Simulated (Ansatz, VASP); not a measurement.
**MgS in VASP and in Ansatz**

Contents of INCAR:

```
ALGO = Normal
EDIFF = 1E-6
ENCUT = 600
GGA = PE
GGA_COMPAT = F
ISIF = 2
ISMEAR = 0
LASPH = T
LCHARG = F
LREAL = F
LWAVE = F
NBANDS = 11
NELM = 120
PREC = Accurate
SIGMA = 0.1
```

Contents of KPOINTS:

```
k-points
0
Gamma
  6 6 6
```

Contents of POSCAR:

```
MgS
1.0
    0.0000000000      2.6016500000      2.6016500000
    2.6016500000      0.0000000000      2.6016500000
    2.6016500000      2.6016500000      0.0000000000
Mg S
1 1
Direct
    0.0000000000      0.0000000000      0.0000000000
    0.5000000000      0.5000000000      0.5000000000
```

Input for Ansatz:

```yaml
crystal:
  lattice:
    - [0.0, 2.60165, 2.60165]
    - [2.60165, 0.0, 2.60165]
    - [2.60165, 2.60165, 0.0]
  atoms:
    - { symbol: Mg, position: [0.0, 0.0, 0.0] }
    - { symbol: S, position: [0.5, 0.5, 0.5] }
basis:
  ecutwfc: 420
kpoints:
  mp_grid: { grid: [6, 6, 6] }
hamiltonian:
  xc: pbe
scf:
  occupations: { method: gaussian, width: 0.1 }
output:
  forces: true
  stress: true
  eigenvalues: true
```

Alike in both runs: task single point; functional PBE; k mesh 6 × 6 × 6; occupations gaussian, width 0.1 eV; no spin polarisation.

```csv
,VASP,Ansatz
version,VASP 6.6.1,Ansatz 0.2.0
potentials or method,"VASP PAW PBE potentials, release 64 (Mg, S), cutoff 600 eV","scalar-relativistic, plane waves, PAW"
valence electrons in the cell,8,16
```

```tsv
	VASP	Ansatz	Ansatz less VASP
gap on the k mesh at the Fermi level (eV)	2.77	2.79	+0.015
least direct gap on the mesh (eV)	3.71	3.72	+0.012
pressure (GPa)	0.9	1.2	+0.28
```

VASP's potentials hold 8 valence electrons a cell and Ansatz's 16, so a difference there can come from the potentials and not from the codes.
